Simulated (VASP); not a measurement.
Hf: single point with r2SCAN

Crystal: Hf.

```xyz
1
Lattice="-1.8953 1.8953 1.8953 1.8953 -1.8953 1.8953 1.8953 1.8953 -1.8953" Properties=species:S:1:pos:R:3 pbc="T T T"
Hf    0.0000    0.0000    0.0000
```

This cell differs from its parent crystal: strain +0.050 along x and y, +0.050 along z.

| Quantity | Value |
| --- | --- |
| Program | VASP 6.6.1 |
| Task | single point |
| Functional | r2SCAN |
| Potentials or basis | VASP PAW PBE potentials, release 64 (Hf_pv) |
| Cutoff | 520 eV |
| k mesh | 18 × 18 × 18 |
| Occupations | gaussian, width 0.15 eV |
| Spin | no spin polarisation |
| Dipole correction | no |
| Further INCAR settings | ALGO = Normal; EDIFF = 1e-07; NBANDS = 11 |

```
Pressure               : -15.4 GPa
Band gap on the k mesh : zero (bands 5 and 6 overlap by 2.20 eV)
```

Levels at points of the mesh, in eV from the Fermi level:
| k point | band 1 | band 2 | band 3 | band 4 | band 5 | band 6 | band 7 | band 8 | band 9 | band 10 |
| --- | --- | --- | --- | --- | --- | --- | --- | --- | --- | --- |
| (0.00, 0.00, 0.00) | -31.84 | -31.84 | -31.84 | -6.75 | 1.52 | 1.52 | 1.52 | 3.82 | 3.82 | 11.30 |
| (0.50, 0.00, 0.00) | -32.26 | -31.98 | -31.84 | -2.95 | -0.16 | 0.27 | 3.60 | 4.41 | 6.26 | 8.23 |
| (0.50, 0.50, 0.50) | -32.14 | -32.14 | -32.14 | -1.95 | -1.95 | 5.65 | 5.65 | 5.65 | 6.02 | 6.02 |

It took 2.8 min on 1 thread of Intel Xeon 8259CL (shared host), peak memory 0.19 GiB.

Caveat: the cell differs from its parent crystal (strain +0.050 along x and y, +0.050 along z); the cell stands under tension; the PAW data sets were made with another functional, which shifts forces and pressure a little; spin-orbit coupling is left out, which moves the levels of the heavy elements.
